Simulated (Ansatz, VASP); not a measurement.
# CrPdN2: VASP beside Ansatz

File INCAR:

```
SYSTEM = CrPdN2
  PREC = Accurate
  ENCUT = 520
  EDIFF = 1E-6
  ISMEAR = 0
  SIGMA = 0.1
  LREAL = .False.
  LASPH = .True.
  NELM = 150
  ALGO = Normal
  ISIF = 2
  LWAVE = .False.
  LCHARG = .False.
  ISPIN = 2
  MAGMOM = 0.73 0 0 0
  LORBIT = 11
  LMAXMIX = 4
  GGA = PE
  NBANDS = 28
```

The input KPOINTS:

```
Automatic mesh
0
Gamma
  12 12 12
  0 0 0
```

Contents of POSCAR:

```
CrPdN2
1.0
    1.3889602408      0.8019165689      6.2006160177
   -1.3889602408      0.8019165689      6.2006160177
    0.0000000000     -1.6038331378      6.2006160177
Cr Pd N
1 1 2
Direct
    0.0000000000      0.0000000000      0.0000000000
    0.5000000000      0.5000000000      0.5000000000
    0.3933221560      0.3933221560      0.3933221560
    0.6066778440      0.6066778440      0.6066778440
```

Input for Ansatz:

```yaml
crystal:
  lattice:
    - [1.3889602408, 0.8019165689, 6.2006160177]
    - [-1.3889602408, 0.8019165689, 6.2006160177]
    - [0.0, -1.6038331378, 6.2006160177]
  atoms:
    - { symbol: Cr, position: [0.0, 0.0, 0.0], spin: 0.73 }
    - { symbol: Pd, position: [0.5, 0.5, 0.5] }
    - { symbol: "N", position: [0.393322156, 0.393322156, 0.393322156] }
    - { symbol: "N", position: [0.606677844, 0.606677844, 0.606677844] }
basis:
  ecutwfc: 420
kpoints:
  mp_grid: { grid: [12, 12, 12] }
  band_path:
    path:
      - [[0.0, 0.0, 0.0], [0.5, 0.5, 0.5], [0.82218275, 0.17781725, 0.5]]
      - [[0.5, -0.17781725, 0.17781725], [0.5, 0.0, 0.0], [0.0, 0.0, 0.0], [0.33890862, -0.33890862, 0.0]]
      - [[0.66109138, 0.0, 0.33890862], [0.5, 0.0, 0.5], [0.0, 0.0, 0.0]]
    npoints: 14
hamiltonian:
  xc: pbe
scf:
  occupations: { method: gaussian, width: 0.1 }
  n_extra_bands: 10
output:
  forces: true
  stress: true
  eigenvalues: true
  populations: true
  dos: { projected: true, de: 0.02, nscf_kmesh: { grid: [15, 15, 15] } }
  bader: true
  write_density: true
  write_potential: true
  elf: true
  volumetric_format: npy
magnetization:
  spin_polarized: true
checkpoint:
  read: start.run
  write: ck
  compress: false
  write_wavefunctions: false
  write_every: 100000
```

Alike in both runs: task single point; functional PBE; k mesh 12 × 12 × 12; occupations gaussian, width 0.1 eV; collinear spin.

|  | VASP | Ansatz |
| --- | --- | --- |
| version | VASP 6.6.1 | Ansatz 0.2.0 |
| potentials or method | VASP PAW PBE potentials, release 64 (Cr_pv, Pd, N), cutoff 520 eV | scalar-relativistic, plane waves, PAW |
| valence electrons in the cell | 32 | 42 |

VASP gave:

```
gap on the k mesh at the Fermi level (eV)                     : none
pressure (GPa)                                                : -0.1
rms of the force components (eV/Å)                            : 0.023
net moment per atom (μB)                                      : 0.18
size of the moment on the site where the two differ most (μB) : 0.79
```

Estimate Ansatz's values.

gap on the k mesh at the Fermi level (eV): none; pressure (GPa): 0.0; rms of the force components (eV/Å): 0.000; net moment per atom (μB): 0.17; size of the moment on the site where the two differ most (μB): 0.66.

Site moments also hang on the region over which each program counts them. Atom by atom the forces differ by 0.024 eV/Å (rms over components). A gap of «none» marks a metal or a gap that the smearing closes. VASP's potentials hold 32 valence electrons a cell and Ansatz's 42, so a difference there can come from the potentials and not from the codes. Ansatz's warnings: stability check not made.
